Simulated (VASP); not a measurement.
## SnSe: single point with RPBE+D4

The system is SnSe.

```xyz
2
Lattice="0.0000 3.0100 3.0100 3.0100 0.0000 3.0100 3.0100 3.0100 0.0000" Properties=species:S:1:pos:R:3 pbc="T T T"
Sn    0.0000    0.0000    0.0000
Se    3.0100    3.0100    3.0100
```

- Program: VASP 6.6.1
- Task: single point
- Functional: RPBE
- Dispersion: D4
- Potentials or basis: VASP PAW PBE potentials, release 64 (Sn_d, Se)
- Cutoff: 520 eV
- k mesh: 8 × 8 × 8
- Occupations: fermi-dirac, width 0.05 eV
- Spin: no spin polarisation

```json
{
  "Pressure": "-1.7 GPa",
  "Band gap on the k mesh": "0.54 eV, direct",
  "Dispersion energy per atom": "-0.730 eV"
}
```

Levels at points of the mesh, in eV from the valence-band top:
```csv
k point,band 7,band 8,band 9,band 10,band 11,band 12,band 13,band 14
"(0.00, 0.00, 0.00)",-5.06,-2.27,-2.27,-2.27,4.30,4.30,4.30,5.82
"(0.50, 0.00, 0.00)",-8.08,-2.03,-2.03,0.00,0.54,1.22,1.22,8.28
"(0.50, 0.50, 0.00)",-6.02,-5.52,-3.70,-3.70,3.02,5.33,5.33,5.96
```

Wall time 20 s on 1 thread of Intel Xeon 6975P-C, with other jobs on the host, peak memory 0.19 GiB.

Caveat: the PAW data sets were made with another functional, which shifts forces and pressure a little; spin-orbit coupling is left out, which moves the levels of the heavy elements. A k mesh can miss the band edges.
